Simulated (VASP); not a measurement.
# Rh (Im-3m) in VASP: relaxation of cell and atoms with PBEsol

Aim: the relaxation of cell and atoms of Rh with PBEsol.

Program: VASP 6.6.1. These are calculated values, not measurements. Logs are shortened: lines on timing, memory, paths and dates and some standing lists are left out, and cuts for length are marked.

**1. The cell of the first run**

Symmetry: Im-3m, No. 229, cubic system. The conventional cell has a = 3.029 Å, b = 3.029 Å, c = 3.029 Å, α = 90.00°, β = 90.00°, γ = 90.00°. Rh (site symmetry m-3m) has 14 Rh at 2.62 to 3.03 Å within 3.5 Å.

This isn't the form of Rh at room conditions, which is fcc.

**2. Relaxation of cell and atoms, PBEsol**

Contents of INCAR:

```
SYSTEM = Rh
  PREC = Accurate
  ENCUT = 600
  EDIFF = 1E-6
  ISMEAR = 0
  SIGMA = 0.1
  LREAL = .FALSE.
  LASPH = .TRUE.
  NELM = 80
  ALGO = Fast
  ISIF = 3
  LWAVE = .FALSE.
  LCHARG = .FALSE.
  GGA = PS
  IBRION = 2
  NSW = 100
  EDIFFG = -0.01
```

Contents of KPOINTS:

```
Automatic mesh
0
G
  26 26 26
  0 0 0
```

Contents of POSCAR:

```
Rh
1.0
   -1.5144272620      1.5144272620      1.5144272620
    1.5144272620     -1.5144272620      1.5144272620
    1.5144272620      1.5144272620     -1.5144272620
Rh
1
Direct
    0.0000000000      0.0000000000      0.0000000000
```

Potentials or basis: VASP PAW PBE potentials, release 64 (Rh_pv).

Run with:

```
cat potpaw_PBE.64/Rh_pv/POTCAR > POTCAR
mpirun -np 1 vasp_std > vasp.out
```

OUTCAR:

```text
SYSTEM = Rh
   PREC = Accurate
   ENCUT = 600
   EDIFF = 1E-6
   ISMEAR = 0
   LREAL = .FALSE.
   LASPH = .TRUE.
   NELM = 80
   ISIF = 3
   GGA = PS
   IBRION = 2
   NSW = 100
   EDIFFG = -0.01

 ion  position               nearest neighbor table
   1  0.000  0.000  0.000-

  LATTYP: Found a body centered cubic cell.
 ALAT       =     3.0288545240

  Lattice vectors:

 A1 = (  -1.5144272620,   1.5144272620,   1.5144272620)
 A2 = (   1.5144272620,  -1.5144272620,   1.5144272620)
 A3 = (   1.5144272620,   1.5144272620,  -1.5144272620)

Analysis of symmetry for initial positions (statically):
=====================================================================
 Subroutine PRICEL returns:
 Original cell was already a primitive cell.

 Routine SETGRP: Setting up the symmetry group for a
 body centered cubic supercell.

 Subroutine GETGRP returns: Found 48 space group operations
 (whereof 48 operations were pure point group operations)
 out of a pool of 48 trial point group operations.

The static configuration has the point symmetry O_h .

Analysis of symmetry for dynamics (positions and initial velocities):
=====================================================================
 Subroutine PRICEL returns:
 Original cell was already a primitive cell.

 Routine SETGRP: Setting up the symmetry group for a
 body centered cubic supercell.

 Subroutine GETGRP returns: Found 48 space group operations
 (whereof 48 operations were pure point group operations)
 out of a pool of 48 trial point group operations.

The dynamic configuration has the point symmetry O_h .

 Subroutine INISYM returns: Found 48 space group operations
 (whereof 48 operations are pure point group operations),
 and found     1 'primitive' translations

----------------------------------------------------------------------------------------

                                     Primitive cell

  volume of cell :      13.8933

  direct lattice vectors                    reciprocal lattice vectors
    -1.514427262  1.514427262  1.514427262     0.000000000  0.330157818  0.330157818
     1.514427262 -1.514427262  1.514427262     0.330157818  0.000000000  0.330157818
     1.514427262  1.514427262 -1.514427262     0.330157818  0.330157818  0.000000000

  length of vectors
     2.623064962  2.623064962  2.623064962     0.466913664  0.466913664  0.466913664

  position of ions in fractional coordinates (direct lattice)
     0.000000000  0.000000000  0.000000000

  ion indices of the primitive-cell ions
   primitive index   ion index
                 1           1

----------------------------------------------------------------------------------------

 KPOINTS: Automatic mesh

Automatic generation of k-mesh.
 Grid dimensions read from file:
 generate k-points for:   26   26   26

 Generating k-lattice:

  Cartesian coordinates                     Fractional coordinates (reciprocal lattice)
     0.000000000  0.012698378  0.012698378     0.038461538  0.000000000  0.000000000
     0.012698378  0.000000000  0.012698378     0.000000000  0.038461538  0.000000000
     0.012698378  0.012698378  0.000000000     0.000000000  0.000000000  0.038461538

  Length of vectors
     0.017958218  0.017958218  0.017958218

  Shift w.r.t. Gamma in fractional coordinates (k-lattice)
     0.000000000  0.000000000  0.000000000

 Subroutine IBZKPT returns following result:
 ===========================================

 Found    511 irreducible k-points:

 Following reciprocal coordinates:
            Coordinates               Weight
  0.000000  0.000000  0.000000      1.000000
  0.038462  0.000000  0.000000     12.000000
  0.076923  0.000000  0.000000     12.000000
  0.115385  0.000000  0.000000     12.000000
  0.153846  0.000000  0.000000     12.000000
  0.192308  0.000000  0.000000     12.000000
[... 16 lines left out ...]
  0.346154  0.038462  0.000000     48.000000
  0.384615  0.038462  0.000000     48.000000
 [... further k-points ...]
   k-points           NKPTS =    511   k-points in BZ     NKDIM =    511   number of bands    NBANDS=     11
   number of dos      NEDOS =    301   number of ions     NIONS =      1
   total plane-waves  NPLWV =  13824
   dimension x,y,z NGX =    24 NGY =   24 NGZ =   24
   dimension x,y,z NGXF=    48 NGYF=   48 NGZF=   48
   ions per type =               1
   NGX,Y,Z   is equivalent  to a cutoff of  15.21, 15.21, 15.21 a.u.
   NGXF,Y,Z  is equivalent  to a cutoff of  30.42, 30.42, 30.42 a.u.
 SYSTEM =  Rh
   PREC   = accura    normal or accurate (medium, high low for compatibility)
   ISTART =      0    job   : 0-new  1-cont  2-samecut
   ICHARG =      2    charge: 1-file 2-atom 10-const
   ISPIN  =      1    spin polarized calculation?
   LNONCOLLINEAR =      F non collinear calculations
   LSORBIT =      F    spin-orbit coupling
   LASPH  =      T    aspherical Exc in radial PAW
   ENCUT  =  600.0 eV  44.10 Ry    6.64 a.u.   5.24  5.24  5.24*2*pi/ulx,y,z
   NELM   =     80;   NELMIN=  2; NELMDL= -5     # of ELM steps
   EDIFF  = 0.1E-05   stopping-criterion for ELM
   LREAL  =      F    real-space projection
   EDIFFG = -.1E-01   stopping-criterion for IOM
   NSW    =    100    number of steps for IOM
   IBRION =      2    ionic relax: 0-MD 1-quasi-New 2-CG
   NFREE  =      1    steps in history (QN), initial steepest desc. (CG)
   ISIF   =      3    stress and relaxation
   ISYM   =      2    0-nonsym 1-usesym 2-fastsym
   POTIM  = 0.5000    time-step for ionic-motion
   TEBEG  =    0.0;   TEEND  =   0.0 temperature during run
   PSTRESS=    0.0 pullay stress
   NELECT =      15.0000    total number of electrons
   NUPDOWN=      -1.0000    fix difference up-down
   EMIN   =  10.00;   EMAX   =-10.00  energy-range for DOS
   EFERMI =   0.00;   METHOD = LEGACY
   ISMEAR =     0;   SIGMA  =   0.10  broadening in eV -4-tet -1-fermi 0-gaus
   EFERMI_NEDOS =   21; number of points for ismear=-14 and -15
   IALGO  =     68    algorithm
   IMIX   =      4    mixing-type and parameters
     AMIX     =   0.40;   BMIX     =  1.00
     AMIX_MAG =   1.60;   BMIX_MAG =  1.00
  volume/ion in A,a.u.               =      13.89        93.76
  Fermi-wavevector in a.u.,A,eV,Ry     =   1.679462  3.173723 38.376490  2.820592
  Thomas-Fermi vector in A             =   2.763370
   LORBIT       =      0    0 simple, 1 ext, 2 COOP (PROOUT), +10 PAW based schemes
   GGA     = PS    functional components
   LHFCALC =     F    Hartree Fock is set to
   AEXX    =    0.0000 exact exchange contribution
   IVDW    =     0    specifies the selected vdW correction
   LEPSILON=     F    determine dielectric tensor
   LRPA    =     F    only Hartree local field effects (RPA)
 conjugate gradient relaxation of ions
 non-spin polarized calculation
 RMM-DIIS sequential band-by-band and
 Gauss-broadening in eV      SIGMA  =   0.10
  energy-cutoff  :      600.00
  volume of cell :       13.89
 maximum number of plane-waves:       478
 NGX is ok and might be reduce to    24
   NGX = 11   NGY = 11   NGZ = 11

--------------------------------------- Ionic step        1  -------------------------------------------

 number of electron      14.9999998 magnetization

 Free energy of the ion-electron system (eV)
  ---------------------------------------------------
  ext. energy  EPLUGINS =         0.00000000
  ---------------------------------------------------
  free energy    TOTEN  =        -7.75552914 eV

  energy without entropy =       -7.74211778  energy(sigma->0) =       -7.74882346

------------------------ aborting loop because EDIFF is reached ----------------------------------------

  FORCE on cell =-STRESS in cart. coord.  units (eV):
  Direction    XX          YY          ZZ          XY          YZ          ZX
  --------------------------------------------------------------------------------------
  -------------------------------------------------------------------------------------
  Total       -0.0107555     -0.0107555     -0.0107555      0.0000000      0.0000000     -0.0000000
  in kB       -1.2403212     -1.2403212     -1.2403212      0.0000000      0.0000000     -0.0000000
  external PRESSURE =      -1.2403212 kB  Pullay stress =       0.0000000 kB

 VOLUME and BASIS-vectors are now :
 -----------------------------------------------------------------------------
  energy-cutoff  :      600.00
  volume of cell :       13.89
      direct lattice vectors                 reciprocal lattice vectors
    -1.514427262  1.514427262  1.514427262     0.000000000  0.330157818  0.330157818
     1.514427262 -1.514427262  1.514427262     0.330157818  0.000000000  0.330157818
     1.514427262  1.514427262 -1.514427262     0.330157818  0.330157818  0.000000000
[... 36 lines left out ...]
 POSITION                                       TOTAL-FORCE (eV/Angst)
 -----------------------------------------------------------------------------------
      1.51364     -1.51364      1.51364        -0.000000     -0.000000      0.000000
 -----------------------------------------------------------------------------------
    total drift:                                0.000000     -0.000000      0.000000

  FREE ENERGIE OF THE ION-ELECTRON SYSTEM (eV)
  ---------------------------------------------------
  free  energy   TOTEN  =        -7.7555341682 eV

  energy  without entropy=       -7.7421482410  energy(sigma->0) =       -7.74884120

--------------------------------------- Ionic step        3  -------------------------------------------

 number of electron      14.9999998 magnetization

 Free energy of the ion-electron system (eV)
  ---------------------------------------------------
  ext. energy  EPLUGINS =         0.00000000
  ---------------------------------------------------
  free energy    TOTEN  =        -7.75553923 eV

  energy without entropy =       -7.74214653  energy(sigma->0) =       -7.74884288

 E-fermi :  11.4121     XC(G=0): -14.1395

 val. band max:       11.4119940426   @ k =  -0.2692   0.3077   0.0385
 cond. band min:      11.4132806551   @ k =  -0.2308   0.3846   0.0769
 fundamental gap:      0.0012866126
 Fermi energy:        11.4120594412

 k-point     1 :       0.0000    0.0000    0.0000
  band No.  band energies     occupation
      1     -34.5719      2.00000
      2     -34.5719      2.00000
      3     -34.5719      2.00000
      4       3.6054      2.00000
      5       8.4625      2.00000
      6       8.4625      2.00000
      7       8.4625      2.00000
      8      10.9644      2.00000
      9      10.9644      2.00000
     10      29.8400      0.00000
     11      29.8400      0.00000

 k-point     2 :       0.0385    0.0000    0.0000
  band No.  band energies     occupation
      1     -34.5829      2.00000
      2     -34.5755      2.00000
      3     -34.5719      2.00000
      4       3.6686      2.00000
      5       8.4364      2.00000
      6       8.4622      2.00000
      7       8.5129      2.00000
      8      10.9305      2.00000
      9      10.9661      2.00000
     10      29.8684      0.00000
     11      29.8759      0.00000
[... 295 lines left out ...]
 k-point    24 :       0.3846    0.0385    0.0000
  band No.  band energies     occupation
      1     -35.2360      2.00000
      2     -34.7979      2.00000
      3     -34.5766      2.00000
      4       5.6525      2.00000
      5       7.0531      2.00000
      6      10.6367      2.00000
      7      11.0531      2.00000
      8      11.5574      0.03984
      9      12.7485      0.00000
     10      22.4904      0.00000
     11      26.4971      0.00000

 [... further k-points ...]

------------------------ aborting loop because EDIFF is reached ----------------------------------------

  FORCE on cell =-STRESS in cart. coord.  units (eV):
  Direction    XX          YY          ZZ          XY          YZ          ZX
  --------------------------------------------------------------------------------------
  -------------------------------------------------------------------------------------
  Total       -0.0011117     -0.0011117     -0.0011117      0.0000000      0.0000000      0.0000000
  in kB       -0.1283384     -0.1283384     -0.1283384      0.0000000      0.0000000      0.0000000
  external PRESSURE =      -0.1283384 kB  Pullay stress =       0.0000000 kB

 VOLUME and BASIS-vectors are now :
 -----------------------------------------------------------------------------
  energy-cutoff  :      600.00
  volume of cell :       13.88
      direct lattice vectors                 reciprocal lattice vectors
    -1.513886708  1.513886708  1.513886708     0.000000000  0.330275705  0.330275705
     1.513886708 -1.513886708  1.513886708     0.330275705  0.000000000  0.330275705
     1.513886708  1.513886708 -1.513886708     0.330275705  0.330275705  0.000000000

 POSITION                                       TOTAL-FORCE (eV/Angst)
 -----------------------------------------------------------------------------------
      0.00000      0.00000     -0.00000        -0.000000     -0.000000     -0.000000
 -----------------------------------------------------------------------------------
    total drift:                                0.000000     -0.000000      0.000000

  FREE ENERGIE OF THE ION-ELECTRON SYSTEM (eV)
  ---------------------------------------------------
  free  energy   TOTEN  =        -7.7555392272 eV

  energy  without entropy=       -7.7421465272  energy(sigma->0) =       -7.74884288

 reached required accuracy - stopping structural energy minimisation
```

Run time: 73 s. Hardware: 1 thread of Intel Xeon 8259CL, shared host; peak memory 0.23 GiB.

What came out:

| Item | Value |
| --- | --- |
| Free energy | -7.7555 eV |
| Relaxed volume | 13.88 Å³/atom |
| Relaxed cell | a = 2.622 Å, b = 2.622 Å, c = 2.622 Å, α = 109.47°, β = 109.47°, γ = 109.47° |
| Space group after relaxing (to 0.1 Å) | Im-3m (No. 229) |
| Energy gained by relaxing | 0.0 meV/atom |
| Ionic steps | 3 |
| Pressure after relaxing | 0.0 GPa |
| Band gap on the k mesh | zero (an odd number of electrons rules out a gap without spin polarisation) |

Final structure:
```
Rh
1.0
    -1.51389    1.51389    1.51389
     1.51389   -1.51389    1.51389
     1.51389    1.51389   -1.51389
Rh
1
Direct
  0.00000 0.00000 0.00000
```

Levels at points of the mesh, in eV from the Fermi level:
```
           k point  band 4  band 5  band 6  band 7  band 8  band 9  band 10  band 11
(0.00, 0.00, 0.00)   -7.81   -2.95   -2.95   -2.95   -0.45   -0.45    18.43    18.43
(0.50, 0.00, 0.00)   -5.92   -4.49   -0.51   -0.09    1.25    1.64     9.41    14.57
(0.50, 0.50, 0.50)   -5.92   -5.92    1.12    1.12    1.12    9.43     9.43     9.43
```

Caveat: the PAW data sets were made with another functional, which shifts forces and pressure a little.
